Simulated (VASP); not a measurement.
# Ru in VASP: further runs

The runs below take Ru through single point, with LDA.

Everything below comes from runs of VASP 6.6.1. Logs are shortened: lines on timing, memory, paths and dates and some standing lists are left out, and cuts for length are marked.

## 1. The cell of the first run

Symmetry: Cmcm, No. 63, orthorhombic system. The conventional cell has a = 2.674 Å, b = 4.632 Å, c = 4.227 Å, α = 90.00°, β = 90.00°, γ = 90.00°. Ru (site symmetry m2m) has 12 Ru at 2.51 to 2.68 Å within 3.3 Å.

## 2. Single point, LDA (atoms displaced along several vibrational modes)

The input, INCAR:

```
PREC = Accurate
ENCUT = 520
EDIFF = 1E-6
ISMEAR = 0
SIGMA = 0.15
LREAL = F
LASPH = T
NELM = 60
ALGO = Fast
ISIF = 2
LWAVE = F
LCHARG = T
GGA = CA
LELF = T
LVHAR = T
NBANDS = 21
```

The input, KPOINTS:

```
regular mesh
0
Gamma
  21 21 10
```

The input, POSCAR:

```
Ru
1.0
    2.6740588025      0.0000000000      0.0000000000
   -1.3370294013      2.3158028542      0.0000000000
    0.0000000000      0.0000000000      4.2267610266
Ru
2
Direct
    0.3534775351      0.7069550702      0.2500000000
    0.6465224649      0.2930449298      0.7500000000
```

Potentials or basis: VASP PAW LDA potentials, release 64 (Ru_pv).

Command:

```
$ cat potpaw_LDA.64/Ru_pv/POTCAR > POTCAR
$ mpirun -np 1 vasp_std > vasp.out
```

OUTCAR:

```text
PREC = Accurate
   ENCUT = 520
   EDIFF = 1E-6
   ISMEAR = 0
   LREAL = F
   LASPH = T
   NELM = 60
   ISIF = 2
   GGA = CA

 ion  position               nearest neighbor table
   1  0.353  0.707  0.250-   2 2.51   2 2.51   2 2.68   2 2.68   2 2.68   2 2.68
   2  0.647  0.293  0.750-   1 2.51   1 2.51   1 2.68   1 2.68   1 2.68   1 2.68

  LATTYP: Found a hexagonal cell.
 ALAT       =     2.6740588025
 C/A-ratio  =     1.5806537323

  Lattice vectors:

 A1 = (   2.6740588025,   0.0000000000,   0.0000000000)
 A2 = (  -1.3370294013,   2.3158028542,   0.0000000000)
 A3 = (   0.0000000000,   0.0000000000,   4.2267610266)

Analysis of symmetry for initial positions (statically):
=====================================================================
 Subroutine PRICEL returns:
 Original cell was already a primitive cell.

 Routine SETGRP: Setting up the symmetry group for a
 hexagonal supercell.

 Subroutine GETGRP returns: Found  8 space group operations
 (whereof  4 operations were pure point group operations)
 out of a pool of 24 trial point group operations.

The static configuration has the point symmetry C_2h.
 The point group associated with its full space group is D_2h.

Analysis of symmetry for dynamics (positions and initial velocities):
=====================================================================
 Subroutine PRICEL returns:
 Original cell was already a primitive cell.

 Routine SETGRP: Setting up the symmetry group for a
 hexagonal supercell.

 Subroutine GETGRP returns: Found  8 space group operations
 (whereof  4 operations were pure point group operations)
 out of a pool of 24 trial point group operations.

The dynamic configuration has the point symmetry C_2h.
 The point group associated with its full space group is D_2h.

 Subroutine INISYM returns: Found  8 space group operations
 (whereof  4 operations are pure point group operations),
 and found     1 'primitive' translations

----------------------------------------------------------------------------------------

                                     Primitive cell

  volume of cell :      26.1746

  direct lattice vectors                    reciprocal lattice vectors
     2.674058802  0.000000000  0.000000000     0.373963355  0.215907843  0.000000000
    -1.337029401  2.315802854  0.000000000     0.000000000  0.431815687  0.000000000
     0.000000000  0.000000000  4.226761027     0.000000000  0.000000000  0.236587778

  length of vectors
     2.674058802  2.674058803  4.226761027     0.431815687  0.431815687  0.236587778

  position of ions in fractional coordinates (direct lattice)
     0.353477535  0.706955070  0.250000000
     0.646522465  0.293044930  0.750000000

  ion indices of the primitive-cell ions
   primitive index   ion index
                 1           1
                 2           2

----------------------------------------------------------------------------------------

 KPOINTS: regular mesh

Automatic generation of k-mesh.
 Grid dimensions read from file:
 generate k-points for:   21   21   10

 Generating k-lattice:

  Cartesian coordinates                     Fractional coordinates (reciprocal lattice)
     0.017807779  0.010281326  0.000000000     0.047619048 -0.000000000  0.000000000
     0.000000000  0.020562652  0.000000000     0.000000000  0.047619048  0.000000000
     0.000000000  0.000000000  0.023658778     0.000000000  0.000000000  0.100000000

  Length of vectors
     0.020562652  0.020562652  0.023658778

  Shift w.r.t. Gamma in fractional coordinates (k-lattice)
     0.000000000  0.000000000  0.000000000

 Subroutine IBZKPT returns following result:
 ===========================================

 Found    726 irreducible k-points:

 Following reciprocal coordinates:
            Coordinates               Weight
  0.000000  0.000000  0.000000      1.000000
  0.047619 -0.000000  0.000000      4.000000
  0.000000  0.047619  0.000000      2.000000
  0.095238 -0.000000  0.000000      4.000000
  0.000000  0.095238  0.000000      2.000000
  0.142857  0.000000  0.000000      4.000000
[... 16 lines left out ...]
 -0.095238  0.047619  0.000000      2.000000
  0.095238  0.047619  0.000000      4.000000
 [... further k-points ...]
   k-points           NKPTS =    726   k-points in BZ     NKDIM =    726   number of bands    NBANDS=     21
   number of dos      NEDOS =    301   number of ions     NIONS =      2
   total plane-waves  NPLWV =  12800
   dimension x,y,z NGX =    20 NGY =   20 NGZ =   32
   dimension x,y,z NGXF=    40 NGYF=   40 NGZF=   64
   ions per type =               2
   NGX,Y,Z   is equivalent  to a cutoff of  12.43, 12.43, 12.59 a.u.
   NGXF,Y,Z  is equivalent  to a cutoff of  24.87, 24.87, 25.17 a.u.
 SYSTEM =  unknown system
   PREC   = accura    normal or accurate (medium, high low for compatibility)
   ISTART =      0    job   : 0-new  1-cont  2-samecut
   ICHARG =      2    charge: 1-file 2-atom 10-const
   ISPIN  =      1    spin polarized calculation?
   LNONCOLLINEAR =      F non collinear calculations
   LSORBIT =      F    spin-orbit coupling
   LASPH  =      T    aspherical Exc in radial PAW
   ENCUT  =  520.0 eV  38.22 Ry    6.18 a.u.   4.97  4.97  7.86*2*pi/ulx,y,z
   NELM   =     60;   NELMIN=  2; NELMDL= -5     # of ELM steps
   EDIFF  = 0.1E-05   stopping-criterion for ELM
   LREAL  =      F    real-space projection
   EDIFFG = 0.1E-04   stopping-criterion for IOM
   NSW    =      0    number of steps for IOM
   IBRION =     -1    ionic relax: 0-MD 1-quasi-New 2-CG
   NFREE  =      0    steps in history (QN), initial steepest desc. (CG)
   ISIF   =      2    stress and relaxation
   ISYM   =      2    0-nonsym 1-usesym 2-fastsym
   POTIM  = 0.5000    time-step for ionic-motion
   TEBEG  =    0.0;   TEEND  =   0.0 temperature during run
   PSTRESS=    0.0 pullay stress
   NELECT =      28.0000    total number of electrons
   NUPDOWN=      -1.0000    fix difference up-down
   EMIN   =  10.00;   EMAX   =-10.00  energy-range for DOS
   EFERMI =   0.00;   METHOD = LEGACY
   ISMEAR =     0;   SIGMA  =   0.15  broadening in eV -4-tet -1-fermi 0-gaus
   EFERMI_NEDOS =   21; number of points for ismear=-14 and -15
   IALGO  =     68    algorithm
   IMIX   =      4    mixing-type and parameters
     AMIX     =   0.40;   BMIX     =  1.00
     AMIX_MAG =   1.60;   BMIX_MAG =  1.00
  volume/ion in A,a.u.               =      13.09        88.32
  Fermi-wavevector in a.u.,A,eV,Ry     =   1.674303  3.163974 38.141091  2.803291
  Thomas-Fermi vector in A             =   2.759122
   LORBIT       =      0    0 simple, 1 ext, 2 COOP (PROOUT), +10 PAW based schemes
   GGA     = CA    functional components
   LHFCALC =     F    Hartree Fock is set to
   AEXX    =    0.0000 exact exchange contribution
   IVDW    =     0    specifies the selected vdW correction
   LEPSILON=     F    determine dielectric tensor
   LRPA    =     F    only Hartree local field effects (RPA)
 non-spin polarized calculation
 RMM-DIIS sequential band-by-band and
 Gauss-broadening in eV      SIGMA  =   0.15
  energy-cutoff  :      520.00
  volume of cell :       26.17
 maximum number of plane-waves:       732
   NGX =  9   NGY =  9   NGZ = 15

 number of electron      27.9999998 magnetization

 Free energy of the ion-electron system (eV)
  ---------------------------------------------------
  ext. energy  EPLUGINS =         0.00000000
  ---------------------------------------------------
  free energy    TOTEN  =       -21.26689015 eV

  energy without entropy =      -21.24773755  energy(sigma->0) =      -21.25731385

 E-fermi :  13.4189     XC(G=0): -14.6030

 val. band max:       13.4171297159   @ k =   0.0000   0.0476   0.3000
 cond. band min:      13.4197962807   @ k =   0.2857   0.0000   0.3000
 fundamental gap:      0.0026665648
 Fermi energy:        13.4189126274

 k-point     1 :       0.0000    0.0000    0.0000
  band No.  band energies     occupation
      1     -30.2557      2.00000
      2     -29.2097      2.00000
      3     -29.0675      2.00000
      4     -28.9707      2.00000
      5     -28.9380      2.00000
      6     -28.8854      2.00000
[... 13 lines left out ...]
     20      23.3491      0.00000
     21      24.1893      0.00000

 k-point     2 :       0.0476   -0.0000    0.0000
  band No.  band energies     occupation
      1     -30.2476      2.00000
      2     -29.2186      2.00000
      3     -29.0847      2.00000
      4     -28.9869      2.00000
      5     -28.9439      2.00000
      6     -28.8887      2.00000
[... 13 lines left out ...]
     20      23.3491      0.00000
     21      24.1757      0.00000

 k-point     3 :       0.0000    0.0476    0.0000
  band No.  band energies     occupation
      1     -30.2458      2.00000
      2     -29.2280      2.00000
      3     -29.0765      2.00000
      4     -28.9707      2.00000
      5     -28.9590      2.00000
      6     -28.8906      2.00000
[... 13 lines left out ...]
     20      23.3490      0.00000
     21      24.1730      0.00000

 k-point     4 :       0.0952   -0.0000    0.0000
  band No.  band energies     occupation
      1     -30.2236      2.00000
      2     -29.2480      2.00000
      3     -29.1318      2.00000
      4     -29.0380      2.00000
      5     -28.9560      2.00000
      6     -28.8985      2.00000
[... 13 lines left out ...]
     20      23.3490      0.00000
     21      24.1308      0.00000

 k-point     5 :       0.0000    0.0952    0.0000
  band No.  band energies     occupation
      1     -30.2166      2.00000
      2     -29.2813      2.00000
      3     -29.1011      2.00000
      4     -29.0197      2.00000
      5     -28.9725      2.00000
      6     -28.9064      2.00000
[... 13 lines left out ...]
     20      23.3490      0.00000
     21      24.1217      0.00000
[... 382 lines left out ...]
     20      25.6055      0.00000
     21      26.5699      0.00000

 k-point    22 :       0.0476    0.0476    0.0000
  band No.  band energies     occupation
      1     -30.2281      2.00000
      2     -29.2554      2.00000
      3     -29.1032      2.00000
      4     -29.0027      2.00000
      5     -28.9671      2.00000
      6     -28.8991      2.00000
[... 13 lines left out ...]
     20      23.3491      0.00000
     21      24.1411      0.00000

 k-point    23 :      -0.0952    0.0476    0.0000
  band No.  band energies     occupation
      1     -30.2332      2.00000
      2     -29.2273      2.00000
      3     -29.1244      2.00000
      4     -29.0290      2.00000
      5     -28.9471      2.00000
      6     -28.8933      2.00000
[... 13 lines left out ...]
     20      23.3491      0.00000
     21      24.1499      0.00000

 k-point    24 :       0.0952    0.0476    0.0000
  band No.  band energies     occupation
      1     -30.1952      2.00000
      2     -29.3029      2.00000
      3     -29.1645      2.00000
      4     -29.0622      2.00000
      5     -28.9776      2.00000
      6     -28.9140      2.00000
[... 13 lines left out ...]
     20      23.3490      0.00000
     21      24.0744      0.00000

 [... further k-points ...]

------------------------ aborting loop because EDIFF is reached ----------------------------------------

  FORCE on cell =-STRESS in cart. coord.  units (eV):
  Direction    XX          YY          ZZ          XY          YZ          ZX
  --------------------------------------------------------------------------------------
  -------------------------------------------------------------------------------------
  Total       -0.2427442      0.8781603      0.8662144     -0.0000000     -0.0000000      0.0000000
  in kB      -14.8586443     53.7531794     53.0219539     -0.0000000     -0.0000000      0.0000000
  external PRESSURE =      30.6388297 kB  Pullay stress =       0.0000000 kB

 VOLUME and BASIS-vectors are now :
 -----------------------------------------------------------------------------
  energy-cutoff  :      520.00
  volume of cell :       26.17
      direct lattice vectors                 reciprocal lattice vectors
     2.674058802  0.000000000  0.000000000     0.373963355  0.215907843  0.000000000
    -1.337029401  2.315802854  0.000000000     0.000000000  0.431815687  0.000000000
     0.000000000  0.000000000  4.226761027     0.000000000  0.000000000  0.236587778

 POSITION                                       TOTAL-FORCE (eV/Angst)
 -----------------------------------------------------------------------------------
     -0.00000      1.63717      1.05669         0.000000     -1.352048      0.000000
      1.33703      0.67863      3.17007        -0.000000      1.352048      0.000000
 -----------------------------------------------------------------------------------
    total drift:                               -0.000000      0.000000     -0.000000

  FREE ENERGIE OF THE ION-ELECTRON SYSTEM (eV)
  ---------------------------------------------------
  free  energy   TOTEN  =       -21.2668901545 eV

  energy  without entropy=      -21.2477375460  energy(sigma->0) =      -21.25731385
```

Wall time 2 min (1 thread of Intel Xeon 6975P-C (Granite Rapids), shared host); peak memory 0.39 GiB.

What came out:

```
Free energy            : -21.2669 eV
Pressure               : 3.1 GPa
Largest force          : 1.352 eV/Å
Band gap on the k mesh : zero (bands 14 and 15 overlap by 3.17 eV)
```

Forces in eV/Å, atoms in the order of the input:
```
Ru   0.000 -1.352  0.000
Ru   0.000  1.352  0.000
```

Levels at points of the mesh, in eV from the Fermi level:
```tsv
k point	band 10	band 11	band 12	band 13	band 14	band 15	band 16	band 17	band 18	band 19
(0.00, 0.00, 0.00)	-2.85	-2.65	-2.26	-1.99	-1.67	-0.87	0.53	1.32	1.78	9.92
(0.00, 0.00, 0.50)	-3.06	-2.98	-2.98	-2.73	-2.73	0.31	0.31	0.75	0.75	9.93
```

Caveat: the cell differs from its parent crystal (atoms displaced along several vibrational modes); the stress differs along the axes, from -1 to 5 GPa; forces of over 1 eV/Å act on the atoms, so gaps and moduli don't describe the material at rest.

## 3. Single point, LDA (atoms displaced along several vibrational modes)

The input, INCAR:

```
  PREC = Accurate
  ENCUT = 520
  EDIFF = 1E-6
  ISMEAR = 0
  SIGMA = 0.15
  LREAL = F
  LASPH = T
  NELM = 80
  ALGO = Fast
  ISIF = 2
  LWAVE = F
  LCHARG = T
  LELF = T
  LVHAR = T
  NBANDS = 21
```

KPOINTS is that of step 2.

The input, POSCAR:

```
Ru
1.0
    2.6740588025      0.0000000000      0.0000000000
   -1.3370294013      2.3158028542      0.0000000000
    0.0000000000      0.0000000000      4.2267610266
Ru
2
Direct
    0.3131891315      0.6263782631      0.2500000000
    0.6868108685      0.3736217369      0.7500000000
```

Potentials or basis: VASP PAW LDA potentials, release 64 (Ru_pv).

Command:

```
$ cat potpaw_LDA.64/Ru_pv/POTCAR > POTCAR
$ mpirun -np 1 vasp_std > vasp.out
```

Wall time 2 min (1 thread of Intel Xeon 6975P-C (Granite Rapids), shared host); peak memory 0.39 GiB.

Results (log left out):

```yaml
Free_energy: -21.2587 eV
Pressure: 2.8 GPa
Largest_force: 1.490 eV/Å
Band_gap_on_the_k_mesh: zero (bands 14 and 15 overlap by 3.31 eV)
```

Forces in eV/Å, atoms in the order of the input:
```
Ru   0.000  1.490  0.000
Ru   0.000 -1.490  0.000
```

Stress tensor (GPa, compression positive):
```
 5.53  0.00  0.00
 0.00 -2.24  0.00
 0.00  0.00  5.20
```

Levels at points of the mesh, in eV from the Fermi level:
| k point | band 10 | band 11 | band 12 | band 13 | band 14 | band 15 | band 16 | band 17 | band 18 | band 19 |
| --- | --- | --- | --- | --- | --- | --- | --- | --- | --- | --- |
| (0.00, 0.00, 0.00) | -2.93 | -2.58 | -2.08 | -1.92 | -1.86 | -0.81 | 0.50 | 1.32 | 1.89 | 9.92 |
| (0.00, 0.00, 0.50) | -3.03 | -2.86 | -2.86 | -2.83 | -2.83 | 0.29 | 0.29 | 0.68 | 0.68 | 9.93 |

Caveat: the cell differs from its parent crystal (atoms displaced along several vibrational modes); the stress differs along the axes, from -2 to 6 GPa; forces of over 1 eV/Å act on the atoms, so gaps and moduli don't describe the material at rest.

(Continued in part 2 of 2.)
